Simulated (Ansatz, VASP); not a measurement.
One calculation of Ge, two programs

File INCAR:

```
PREC = Accurate
ENCUT = 520
EDIFF = 1E-7
ISMEAR = 0
SIGMA = 0.1
LREAL = False
LASPH = True
NELM = 100
ALGO = Normal
ISIF = 2
LWAVE = False
LCHARG = True
LDIPOL = True
IDIPOL = 3
DIPOL = 0.5 0.5 0.387
GGA = PE
IVDW = 12
LELF = True
LVHAR = True
LVACPOTAV = True
NBANDS = 36
```

KPOINTS

```
regular mesh
0
Gamma
  9 9 1
```

Contents of POSCAR:

```
Ge
1.0
    4.0226895355      0.0000000000      0.0000000000
   -2.0113447678      3.4837513293      0.0000000000
    0.0000000000      0.0000000000     18.8685220287
Ge
4
Direct
    0.3333333333      0.6666666667      0.2747571329
    0.6666666667      0.3333333333      0.2384924475
    0.0000000000      1.6666666667      0.5362646853
    0.3333333333      1.3333333333      0.5000000000
```

Input for Ansatz:

```yaml
crystal:
  lattice:
    - [4.0226895355, 0.0, 0.0]
    - [-2.0113447678, 3.4837513293, 0.0]
    - [0.0, 0.0, 18.8685220287]
  atoms:
    - { symbol: Ge, position: [0.3333333333, 0.6666666667, 0.2747571329] }
    - { symbol: Ge, position: [0.6666666667, 0.3333333333, 0.2384924475] }
    - { symbol: Ge, position: [0.0, 1.6666666667, 0.5362646853] }
    - { symbol: Ge, position: [0.3333333333, 1.3333333333, 0.5] }
basis:
  ecutwfc: 420
kpoints:
  mp_grid: { grid: [9, 9, 1] }
hamiltonian:
  xc: pbe
  pseudopotentials: { kind: paw, azcp: { folder: soft_1 } }
  dispersion: d3bj
scf:
  occupations: { method: gaussian, width: 0.1 }
output:
  forces: true
  eigenvalues: true
efield:
  axis: 3
  dipole_correction: true
  ramp_width: 0.04
```

Alike in both runs: task single point; functional PBE; dispersion D3(BJ); k mesh 9 × 9 × 1; occupations gaussian, width 0.1 eV; no spin polarisation.

|  | VASP | Ansatz |
| --- | --- | --- |
| version | VASP 6.6.1 | Ansatz 0.2.0 |
| potentials or method | VASP PAW PBE potentials, release 64 (Ge_d), cutoff 520 eV | scalar-relativistic, plane waves, PAW |
| valence electrons in the cell | 56 | 56 |

|  | VASP | Ansatz | Ansatz less VASP |
| --- | --- | --- | --- |
| gap on the k mesh at the Fermi level (eV) | 0.19 | 0.19 | 0.000 |
| least direct gap on the mesh (eV) | 0.19 | 0.19 | 0.000 |
| rms of the force components (eV/Å) | 0.051 | 0.051 | +0.0003 |

Atom by atom the forces differ by 0.001 eV/Å (rms over components).
